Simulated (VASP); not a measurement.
# WC (Fm-3m) in VASP: a series of runs

The runs below take WC through single point, with PBEsol.

All numbers are computed with VASP 6.6.1; they aren't measurements. Logs are shortened: lines on timing, memory, paths and dates and some standing lists are left out, and cuts for length are marked.

## 1. The cell of the first run

The structure is cubic, space group Fm-3m (No. 225). Conventional cell: a = 4.346 Å, b = 4.346 Å, c = 4.346 Å, α = 90.00°, β = 90.00°, γ = 90.00°. Within 2.9 Å of W (site symmetry m-3m) lie 6 C at 2.17 Å. Within 2.9 Å of C (site symmetry m-3m) lie 6 W at 2.17 Å.

## 2. Single point, PBEsol

Input file INCAR:

```
SYSTEM = WC
PREC = Accurate
ENCUT = 520
EDIFF = 1E-6
ISMEAR = 1
SIGMA = 0.1
LREAL = .FALSE.
LASPH = .TRUE.
NELM = 80
ALGO = Normal
ISIF = 2
LWAVE = .FALSE.
LCHARG = .FALSE.
GGA = PS
NBANDS = 16
```

Input file KPOINTS:

```
Automatic mesh
0
G
  11 11 11
  0 0 0
```

Input file POSCAR:

```
WC
1.0
    0.0000000000      2.1727721315      2.1727721315
    2.1727721315      0.0000000000      2.1727721315
    2.1727721315      2.1727721315      0.0000000000
W C
1 1
Direct
    0.0000000000      0.0000000000      0.0000000000
    0.5000000000      0.5000000000      0.5000000000
```

Potentials or basis: VASP PAW PBE potentials, release 64 (W_sv, C).

Run with:

```bash
cat potpaw_PBE.64/W_sv/POTCAR potpaw_PBE.64/C/POTCAR > POTCAR
mpirun -np 1 vasp_std > vasp.out
```

OUTCAR:

```text
SYSTEM = WC
   PREC = Accurate
   ENCUT = 520
   EDIFF = 1E-6
   ISMEAR = 1
   LREAL = .FALSE.
   LASPH = .TRUE.
   NELM = 80
   ISIF = 2
   GGA = PS

 ion  position               nearest neighbor table
   1  0.000  0.000  0.000-   2 2.17   2 2.17   2 2.17   2 2.17   2 2.17   2 2.17
   2  0.500  0.500  0.500-   1 2.17   1 2.17   1 2.17   1 2.17   1 2.17   1 2.17

  LATTYP: Found a face centered cubic cell.
 ALAT       =     4.3455442630

  Lattice vectors:

 A1 = (   0.0000000000,   2.1727721315,   2.1727721315)
 A2 = (   2.1727721315,   0.0000000000,   2.1727721315)
 A3 = (   2.1727721315,   2.1727721315,   0.0000000000)

Analysis of symmetry for initial positions (statically):
=====================================================================
 Subroutine PRICEL returns:
 Original cell was already a primitive cell.

 Routine SETGRP: Setting up the symmetry group for a
 face centered cubic supercell.

 Subroutine GETGRP returns: Found 48 space group operations
 (whereof 48 operations were pure point group operations)
 out of a pool of 48 trial point group operations.

The static configuration has the point symmetry O_h .

Analysis of symmetry for dynamics (positions and initial velocities):
=====================================================================
 Subroutine PRICEL returns:
 Original cell was already a primitive cell.

 Routine SETGRP: Setting up the symmetry group for a
 face centered cubic supercell.

 Subroutine GETGRP returns: Found 48 space group operations
 (whereof 48 operations were pure point group operations)
 out of a pool of 48 trial point group operations.

The dynamic configuration has the point symmetry O_h .

 Subroutine INISYM returns: Found 48 space group operations
 (whereof 48 operations are pure point group operations),
 and found     1 'primitive' translations

----------------------------------------------------------------------------------------

                                     Primitive cell

  volume of cell :      20.5150

  direct lattice vectors                    reciprocal lattice vectors
     0.000000000  2.172772131  2.172772131    -0.230120772  0.230120772  0.230120772
     2.172772131  0.000000000  2.172772131     0.230120772 -0.230120772  0.230120772
     2.172772131  2.172772131  0.000000000     0.230120772  0.230120772 -0.230120772

  length of vectors
     3.072763816  3.072763816  3.072763816     0.398580869  0.398580869  0.398580869

[... 74 lines left out ...]
   ISPIN  =      1    spin polarized calculation?
   LNONCOLLINEAR =      F non collinear calculations
   LSORBIT =      F    spin-orbit coupling
   LASPH  =      T    aspherical Exc in radial PAW
   ENCUT  =  520.0 eV  38.22 Ry    6.18 a.u.   5.71  5.71  5.71*2*pi/ulx,y,z
   NELM   =     80;   NELMIN=  2; NELMDL= -5     # of ELM steps
   EDIFF  = 0.1E-05   stopping-criterion for ELM
   LREAL  =      F    real-space projection
   EDIFFG = 0.1E-04   stopping-criterion for IOM
   NSW    =      0    number of steps for IOM
   IBRION =     -1    ionic relax: 0-MD 1-quasi-New 2-CG
   NFREE  =      0    steps in history (QN), initial steepest desc. (CG)
   ISIF   =      2    stress and relaxation
   ISYM   =      2    0-nonsym 1-usesym 2-fastsym
   POTIM  = 0.5000    time-step for ionic-motion
   TEBEG  =    0.0;   TEEND  =   0.0 temperature during run
   PSTRESS=    0.0 pullay stress
   NELECT =      18.0000    total number of electrons
   NUPDOWN=      -1.0000    fix difference up-down
   EMIN   =  10.00;   EMAX   =-10.00  energy-range for DOS
   EFERMI =   0.00;   METHOD = LEGACY
   ISMEAR =     1;   SIGMA  =   0.10  broadening in eV -4-tet -1-fermi 0-gaus
   EFERMI_NEDOS =   21; number of points for ismear=-14 and -15
   IALGO  =     38    algorithm
   IMIX   =      4    mixing-type and parameters
     AMIX     =   0.40;   BMIX     =  1.00
     AMIX_MAG =   1.60;   BMIX_MAG =  1.00
  volume/ion in A,a.u.               =      10.26        69.22
  Fermi-wavevector in a.u.,A,eV,Ry     =   1.567262  2.961695 33.420111  2.456309
  Thomas-Fermi vector in A             =   2.669467
   LORBIT       =      0    0 simple, 1 ext, 2 COOP (PROOUT), +10 PAW based schemes
   GGA     = PS    functional components
   LHFCALC =     F    Hartree Fock is set to
   AEXX    =    0.0000 exact exchange contribution
   IVDW    =     0    specifies the selected vdW correction
   LEPSILON=     F    determine dielectric tensor
   LRPA    =     F    only Hartree local field effects (RPA)
 non-spin polarized calculation
 Methfessel and Paxton  Order N= 1 SIGMA  =   0.10
  energy-cutoff  :      520.00
  volume of cell :       20.52
 maximum number of plane-waves:       564
   NGX = 11   NGY = 11   NGZ = 11

 number of electron      18.0000000 magnetization

 Free energy of the ion-electron system (eV)
  ---------------------------------------------------
  ext. energy  EPLUGINS =         0.00000000
  ---------------------------------------------------
  free energy    TOTEN  =       -22.98243005 eV

  energy without entropy =      -22.98297563  energy(sigma->0) =      -22.98261191

 E-fermi :  12.6748     XC(G=0): -13.9940

 val. band max:       12.6730037965   @ k =   0.2727   0.2727   0.0000
 cond. band min:      12.6916498348   @ k =   0.4545   0.0909   0.0000
 fundamental gap:      0.0186460383
 Fermi energy:        12.6747912097

 k-point     1 :       0.0000    0.0000    0.0000
  band No.  band energies     occupation
      1     -62.6826      2.00000
      2     -26.6768      2.00000
      3     -26.6768      2.00000
      4     -26.6768      2.00000
      5      -3.3442      2.00000
      6       9.8067      2.00000
[... 433 lines left out ...]
      3     -26.8248      2.00000
      4     -26.7085      2.00000
      5      -1.1250      2.00000
      6       5.6369      2.00000
[... 8 lines left out ...]
     15      25.6098      0.00000
     16      26.6570      0.00000

 [... further k-points ...]
[... 5 lines left out ...]
  --------------------------------------------------------------------------------------
  -------------------------------------------------------------------------------------
  Total        0.1456110      0.1456110      0.1456110      0.0000000     -0.0000000      0.0000000
  in kB       11.3718796     11.3718796     11.3718796      0.0000000     -0.0000000      0.0000000
  external PRESSURE =      11.3718796 kB  Pullay stress =       0.0000000 kB

 VOLUME and BASIS-vectors are now :
 -----------------------------------------------------------------------------
  energy-cutoff  :      520.00
  volume of cell :       20.52
      direct lattice vectors                 reciprocal lattice vectors
     0.000000000  2.172772131  2.172772131    -0.230120772  0.230120772  0.230120772
     2.172772131  0.000000000  2.172772131     0.230120772 -0.230120772  0.230120772
     2.172772131  2.172772131  0.000000000     0.230120772  0.230120772 -0.230120772

 POSITION                                       TOTAL-FORCE (eV/Angst)
 -----------------------------------------------------------------------------------
      0.00000      0.00000      0.00000         0.000000     -0.000000      0.000000
      2.17277      2.17277      2.17277         0.000000      0.000000      0.000000
 -----------------------------------------------------------------------------------
    total drift:                                0.000000     -0.000000     -0.000000

  FREE ENERGIE OF THE ION-ELECTRON SYSTEM (eV)
  ---------------------------------------------------
  free  energy   TOTEN  =       -22.9824300458 eV

  energy  without entropy=      -22.9829756265  energy(sigma->0) =      -22.98261191
```

OSZICAR:

```text
N       E                     dE             d eps       ncg     rms          rms(c)
DAV:   1     0.107459242491E+03    0.10746E+03   -0.93063E+03  1800   0.126E+03
DAV:   2    -0.231509205939E+02   -0.13061E+03   -0.12641E+03  2208   0.334E+02
DAV:   3    -0.262800074518E+02   -0.31291E+01   -0.31187E+01  1936   0.486E+01
DAV:   4    -0.262952730814E+02   -0.15266E-01   -0.15265E-01  2352   0.386E+00
DAV:   5    -0.262953834356E+02   -0.11035E-03   -0.11035E-03  1968   0.307E-01    0.330E+01
DAV:   6    -0.230902736165E+02    0.32051E+01   -0.79217E+00  2200   0.269E+01    0.894E+00
DAV:   7    -0.230156928439E+02    0.74581E-01   -0.41277E-01  1840   0.517E+00    0.678E+00
DAV:   8    -0.229839263783E+02    0.31766E-01   -0.72209E-02  2040   0.218E+00    0.131E+00
DAV:   9    -0.229825363123E+02    0.13901E-02   -0.26875E-03  1896   0.464E-01    0.109E-01
DAV:  10    -0.229824290350E+02    0.10728E-03   -0.32555E-04  2168   0.208E-01    0.432E-02
DAV:  11    -0.229824304169E+02   -0.13820E-05   -0.92468E-06  1992   0.295E-02    0.830E-03
DAV:  12    -0.229824300458E+02    0.37109E-06   -0.42284E-07  1216   0.711E-03
   1 F= -.22982430E+02 E0= -.22982612E+02  d E =0.545581E-03
```

stdout:

```text
POSCAR found type information on POSCAR W C
 POSCAR found :  2 types and       2 ions
 scaLAPACK will be used
 -----------------------------------------------------------------------------
|                                                                             |
|                                                                             |
|     You enforced a specific xc type in the INCAR file but a different       |
|     I HOPE YOU KNOW WHAT YOU ARE DOING!                                     |
|                                                                             |
 -----------------------------------------------------------------------------

 LDA part: xc-table for (Slater+PW92), standard interpolation
 POSCAR, INCAR and KPOINTS ok, starting setup
 FFT: planning ... GRIDC
 FFT: planning ... GRID_SOFT
 FFT: planning ... GRID
 WAVECAR not read
 entering main loop
```

Run time: 5.7 s. Hardware: 1 thread of Intel Xeon 6975P-C (Granite Rapids), shared host; peak memory 0.15 GiB.

What came out:

```
Free energy            : -22.9824 eV
Pressure               : 1.1 GPa
Band gap on the k mesh : zero (band 9 reaches 13.66 eV, above the bottom of band 10 at 10.46 eV)
```

Levels at points of the mesh, in eV from the Fermi level:
```tsv
k point	band 7	band 8	band 9	band 10	band 11	band 12
(0.00, 0.00, 0.00)	-2.87	-2.87	-1.08	-1.08	-1.08	-1.00
```

Caveat: the PAW data sets were made with another functional, which shifts forces and pressure a little; spin-orbit coupling is left out, which moves the levels of the heavy elements.

## 3. Single point, PBEsol

This run uses another cell than the first one, of 10.21 Å³/atom, 0.995 times its volume.

Input file INCAR:

```
ALGO = Normal ; EDIFF = 1E-6
ENCUT = 520 ; GGA = PS
ISIF = 2 ; ISMEAR = 1
LASPH = True ; LCHARG = False
LREAL = False ; LWAVE = False
NBANDS = 16 ; NELM = 60
PREC = Accurate ; SIGMA = 0.1
```

Input file KPOINTS:

```
k-points
0
Gamma
  11 11 11
```

Input file POSCAR:

```
WC
1.0
    0.0000000000      2.1691017205      2.1691017205
    2.1691017205      0.0000000000      2.1691017205
    2.1691017205      2.1691017205      0.0000000000
W C
1 1
Direct
    0.0000000000      0.0000000000      0.0000000000
    0.5000000000      0.5000000000      0.5000000000
```

Potentials or basis: VASP PAW PBE potentials, release 64 (W_sv, C).

Run with:

```bash
cat potpaw_PBE.64/W_sv/POTCAR potpaw_PBE.64/C/POTCAR > POTCAR
mpirun -np 1 vasp_std > vasp.out
```

Run time: 5.9 s. Hardware: 1 thread of Intel Xeon 6975P-C (Granite Rapids), shared host; peak memory 0.14 GiB.

The run converged. Its results:

```yaml
Free_energy: -22.9810 eV
Pressure: 3.2 GPa
Band_gap_on_the_k_mesh: zero (band 9 reaches 13.75 eV, above the bottom of band 10 at 10.52 eV)
```

Levels at points of the mesh, in eV from the Fermi level:
```csv
k point,band 5,band 6,band 7,band 8,band 9,band 10,band 11,band 12,band 13,band 14
"(0.00, 0.00, 0.00)",-16.06,-2.89,-2.89,-2.89,-1.09,-1.09,-1.09,-1.01,-1.01,6.90
```

Caveat: the PAW data sets were made with another functional, which shifts forces and pressure a little; spin-orbit coupling is left out, which moves the levels of the heavy elements.
